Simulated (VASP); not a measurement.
Crystal: C.

```xyz
2
Lattice="2.1143 0.0000 0.0000 -1.0572 1.8311 0.0000 0.0000 0.0000 3.5938" Properties=species:S:1:pos:R:3 pbc="T T T"
C     0.0000    1.2207    0.8985
C     1.0572    0.6104    2.6954
```

- Program: VASP 6.6.1
- Task: relaxation of cell and atoms
- Functional: r2SCAN
- Potentials or basis: VASP PAW PBE potentials, release 64 (C)
- Cutoff: 600 eV
- k mesh: 9 × 9 × 6
- Occupations: gaussian, width 0.1 eV
- Spin: no spin polarisation

At the start: pressure 5.1 GPa; volume 6.96 Å³/atom.

Problem. How do energy, volume and symmetry change on relaxing?

Solution. Over 4 steps the energy falls by 9.9 meV/atom and the volume is 7.14 Å³/atom (+2.6 %); space group P6_3/mmc (No. 194, to 0.05 Å).

The path:
```
step  energy change (eV)  largest force (eV/Å)  pressure (GPa)  volume (Å³)
   1              0.0000                0.0000            5.08        13.91
   2             -0.0189                0.0000           -1.10        14.36
   3             -0.0189                0.0000           -1.33        14.38
   4             -0.0199                0.0000           -0.37        14.28
```

Final structure:
```yaml
crystal:
  lattice:
    - [2.10862, 0.00000, 0.00000]
    - [-1.05431, 1.82612, 0.00000]
    - [0.00000, 0.00000, 3.70736]
  atoms:
    - { symbol: C, position: [0.33333, 0.66667, 0.25000] }
    - { symbol: C, position: [0.66667, 0.33333, 0.75000] }
```

Caveat: the k points lie up to 0.38 Å⁻¹ apart in the final cell; the PAW data sets were made with another functional, which shifts forces and pressure a little.
